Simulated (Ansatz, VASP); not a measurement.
## Two plane-wave programs on Ta

File INCAR:

```
SYSTEM = Ta
PREC = Accurate
ENCUT = 520
EDIFF = 1E-6
ISMEAR = 0
SIGMA = 0.15
LREAL = .FALSE.
LASPH = .TRUE.
NELM = 80
ALGO = Fast
ISIF = 2
LWAVE = .FALSE.
LCHARG = .TRUE.
GGA = PE
LELF = .TRUE.
LVHAR = .TRUE.
NBANDS = 12
```

Contents of KPOINTS:

```
regular mesh
0
G
  20 20 20
  0 0 0
```

The input POSCAR:

```
Ta
1.0
   -1.5525145707      1.5525145707      1.9718487563
    1.5525145707     -1.5525145707      1.9718487563
    1.5525145707      1.5525145707     -1.9718487563
Ta
1
Direct
    0.0000000000      0.0000000000      0.0000000000
```

Input for Ansatz:

```yaml
crystal:
  lattice:
    - [-1.5525145707, 1.5525145707, 1.9718487563]
    - [1.5525145707, -1.5525145707, 1.9718487563]
    - [1.5525145707, 1.5525145707, -1.9718487563]
  atoms:
    - { symbol: Ta, position: [0.0, 0.0, 0.0] }
basis:
  ecutwfc: 420
kpoints:
  mp_grid: { grid: [20, 20, 20] }
hamiltonian:
  xc: pbe
  pseudopotentials: { kind: paw, azcp: { folder: soft_1 } }
scf:
  occupations: { method: gaussian, width: 0.15 }
output:
  forces: true
  stress: true
  eigenvalues: true
```

Alike in both runs: task single point; functional PBE; k mesh 20 × 20 × 20; occupations gaussian, width 0.15 eV; no spin polarisation.

|  | VASP | Ansatz |
| --- | --- | --- |
| version | VASP 6.6.1 | Ansatz 0.2.0 |
| potentials or method | VASP PAW PBE potentials, release 64 (Ta_pv), cutoff 520 eV | scalar-relativistic, plane waves, PAW |
| valence electrons in the cell | 11 | 13 |

Ansatz gave:

| Property | Result |
| --- | --- |
| gap on the k mesh at the Fermi level (eV) | none |
| pressure (GPa) | -3.4 |
| traceless stress, the component that is largest in VASP (GPa) | -8.40 |

Q: Estimate VASP's values.

A: gap on the k mesh at the Fermi level (eV): none; pressure (GPa): -3.4; traceless stress, the component that is largest in VASP (GPa): -8.42.

A gap of «none» marks a metal or a gap that the smearing closes. With one functional, cell and mesh, what is left measures potentials, basis and numerics. VASP's potentials hold 11 valence electrons a cell and Ansatz's 13, so a difference there can come from the potentials and not from the codes.

Spin-orbit coupling is off throughout.
